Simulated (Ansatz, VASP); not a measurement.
# Two plane-wave programs on MgO

File INCAR:

```
SYSTEM = MgO
  PREC = Accurate
  ENCUT = 600
  EDIFF = 1E-7
  ISMEAR = 0
  SIGMA = 0.1
  LREAL = .False.
  LASPH = .True.
  NELM = 120
  ALGO = Normal
  ISIF = 3
  LWAVE = .False.
  LCHARG = .False.
  GGA = PE
  IBRION = 2
  NSW = 60
  EDIFFG = -0.04
  GGA_COMPAT = .False.
  NELMIN = 4
```

The input KPOINTS:

```
Automatic mesh
0
Gamma
  8 8 8
  0 0 0
```

The input POSCAR:

```
MgO
1.0
    0.0000000000      2.0970010000      2.0970010000
    2.0970010000      0.0000000000      2.0970010000
    2.0970010000      2.0970010000      0.0000000000
Mg O
1 1
Direct
    0.0000000000      0.0000000000      0.0000000000
    0.5000000000      0.5000000000      0.5000000000
```

Input for Ansatz:

```yaml
crystal:
  lattice:
    - [0.0, 2.09700131, 2.09700131]
    - [2.09700131, 0.0, 2.09700131]
    - [2.09700131, 2.09700131, 0.0]
  atoms:
    - { symbol: Mg, position: [0.0, 0.0, 0.0] }
    - { symbol: O, position: [0.5, 0.5, 0.5] }
basis:
  ecutwfc: 420
kpoints:
  mp_grid: { grid: [8, 8, 8] }
hamiltonian:
  xc: pbe
scf:
  occupations: { method: gaussian, width: 0.1 }
output:
  forces: true
  stress: true
  eigenvalues: true
relax:
  adjacent_minimum: "off"
  f_tol: 0.04
  max_steps: 40
  cell: { stress_tol: 0.4 }
```

Alike in both runs: task relaxation of cell and atoms; functional PBE; k mesh 8 × 8 × 8; occupations gaussian, width 0.1 eV; no spin polarisation.

|  | VASP | Ansatz |
| --- | --- | --- |
| version | VASP 6.6.1 | Ansatz 0.2.0 |
| potentials or method | VASP PAW PBE potentials, release 64 (Mg, O), cutoff 600 eV | scalar-relativistic, plane waves, PAW |
| valence electrons in the cell | 8 | 16 |

```csv
,VASP,Ansatz,Ansatz less VASP
"gap on the k mesh at the Fermi level, each at its own relaxed structure (eV)",4.50,4.46,-0.040
relaxed volume (Å³/atom),9.56,9.62,+0.056
relaxed cell length with the largest relative difference (Å),3.002,3.008,+0.0059
```

VASP's potentials hold 8 valence electrons a cell and Ansatz's 16, so a difference there can come from the potentials and not from the codes.
